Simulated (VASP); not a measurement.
A run of VASP 6.6.1 is set up as follows.

The input INCAR:

```
SYSTEM = BaF2
  PREC = Accurate
  ENCUT = 600
  EDIFF = 1E-6
  ISMEAR = 0
  SIGMA = 0.019000000000000003
  LREAL = .False.
  LASPH = .True.
  NELM = 120
  ALGO = Normal
  ISIF = 2
  LWAVE = .False.
  LCHARG = .False.
  GGA = PE
  NBANDS = 19
  GGA_COMPAT = .False.
```

KPOINTS

```
regular mesh
0
Gamma
  8 8 8
  0 0 0
```

Contents of POSCAR:

```
BaF2
1.0
    0.0000000000      3.1000500000      3.1000500000
    3.1000500000      0.0000000000      3.1000500000
    3.1000500000      3.1000500000      0.0000000000
Ba F
1 2
Direct
    0.0000000000      0.0000000000      0.0000000000
    0.7500000000      0.7500000000      0.7500000000
    0.2500000000      0.2500000000      0.2500000000
```

Potentials or basis: VASP PAW PBE potentials, release 64 (Ba_sv, F).

Command:

```bash
$ cat potpaw_PBE.64/Ba_sv/POTCAR potpaw_PBE.64/F/POTCAR > POTCAR
$ mpirun -np 1 vasp_std > vasp.out
```

Estimate the pressure.

2.3 GPa.

Estimate the band gap on the k mesh.

6.76 eV (least direct gap 6.84 eV).

Caveat: spin-orbit coupling is left out, which moves the levels of the heavy elements. PBE gaps usually lie below the measured ones, often by a third to a half.
